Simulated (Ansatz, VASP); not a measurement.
**One calculation of Ba2ZrO3, two programs**

```xyz
6
Lattice="3.1102 0.0000 0.0000 0.0000 3.1102 0.0000 0.0000 0.0000 9.6717" Properties=species:S:1:pos:R:3 pbc="T T T"
Ba    1.5551    1.5551    3.2051
Ba    1.5551    1.5551    6.4666
Zr    1.5551    1.5551    0.0000
O     0.0000    0.0000    8.3874
O     0.0000    0.0000    1.2843
O     0.0000    0.0000    4.8359
```

Change from the starting cell: species swapped into the Li3Tl2Cd type (P4/mmm, No. 123).

Alike in both runs: functional PBE; k mesh 12 × 12 × 4; occupations gaussian, width 0.1 eV; no spin polarisation.

Ansatz relaxed the structure, and its values are those at the end. VASP's run is a single point on that final structure, the one shown.

|  | VASP | Ansatz |
| --- | --- | --- |
| version | VASP 6.6.1 | Ansatz 0.2.0 |
| potentials or method | VASP PAW PBE potentials, release 64 (Ba_sv, Zr_sv, O), cutoff 520 eV | scalar-relativistic, plane waves, PAW |
| valence electrons in the cell | 50 | 50 |

|  | VASP | Ansatz | Ansatz less VASP |
| --- | --- | --- | --- |
| gap on the k mesh at the Fermi level (eV) | none | none | - |
| pressure (GPa) | 2.9 | 0.0 | -2.86 |
| rms of the force components (eV/Å) | 0.047 | 0.001 | -0.0465 |

A gap of «none» marks a metal or a gap that the smearing closes. The functional is the same, so the differences come from potentials, cutoffs and numerics.

Neither program's run includes spin-orbit coupling.
